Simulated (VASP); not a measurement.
Wanted: the native input for a VASP 6.6.1 run.

```
Task                   : single point
Functional             : r2SCAN
Potentials or basis    : VASP PAW PBE potentials, release 64 (Ta_pv)
Cutoff                 : 550 eV
k mesh                 : 13 × 13 × 15
Occupations            : gaussian, width 0.1 eV
Spin                   : no spin polarisation
Dipole correction      : no
Further INCAR settings : ALGO = Normal; EDIFF = 1e-06; NBANDS = 12; ISYM = 0
```

Crystal: Ta.

```
Ta
1.0
     2.86184    0.00000    0.00000
    -0.95395    2.69817    0.00000
     0.95395    1.34909    2.33669
Ta
1
Direct
  0.00000 0.00000 0.00000
```

These files were run (other wordings do the same):

POSCAR

```
Ta
1.0
    2.8618444457      0.0000000000      0.0000000000
   -0.9539481486      2.6981728190      0.0000000000
    0.9539481486      1.3490864095      2.3366862051
Ta
1
Direct
    0.0000000000      0.0000000000      0.0000000000
```

INCAR.step1

```
SYSTEM = Ta
PREC = Accurate ; ENCUT = 550
ISMEAR = 0 ; SIGMA = 0.1
LREAL = .FALSE. ; LASPH = .TRUE.
NELM = 120 ; NBANDS = 12
ISYM = 0 ; GGA = PE
ALGO = Normal ; EDIFF = 1E-5
LWAVE = .TRUE. ; LCHARG = .FALSE.
GGA_COMPAT = .FALSE.
```

INCAR.step2

```
SYSTEM = Ta
PREC = Accurate ; ENCUT = 550
EDIFF = 1E-6 ; ISMEAR = 0
SIGMA = 0.1 ; LREAL = .FALSE.
LASPH = .TRUE. ; NELM = 120
ALGO = Normal ; ISIF = 2
LWAVE = .FALSE. ; LCHARG = .FALSE.
METAGGA = R2SCAN ; LMIXTAU = .TRUE.
NBANDS = 12 ; ISYM = 0
ISTART = 1 ; GGA_COMPAT = .FALSE.
```

KPOINTS

```
regular mesh
0
G
  13 13 15
  0 0 0
```

Potentials or basis: VASP PAW PBE potentials, release 64 (Ta_pv).

The run is started by

```console
$ cat potpaw_PBE.64/Ta_pv/POTCAR > POTCAR
$ cp INCAR.step1 INCAR
$ mpirun -np 1 vasp_std > vasp.out
$ cp INCAR.step2 INCAR
$ mpirun -np 1 vasp_std > vasp.out
```

Results of the run:

The pressure is 0.9 GPa and the band gap on the k mesh is zero (an odd number of electrons rules out a gap without spin polarisation).

Caveat: the PAW data sets were made with another functional, which shifts forces and pressure a little; spin-orbit coupling is left out, which moves the levels of the heavy elements.

Wall time 5.4 min on 1 thread of Intel(R) Xeon(R) Platinum 8488C (Sapphire Rapids), on a shared host, peak memory 0.39 GiB.
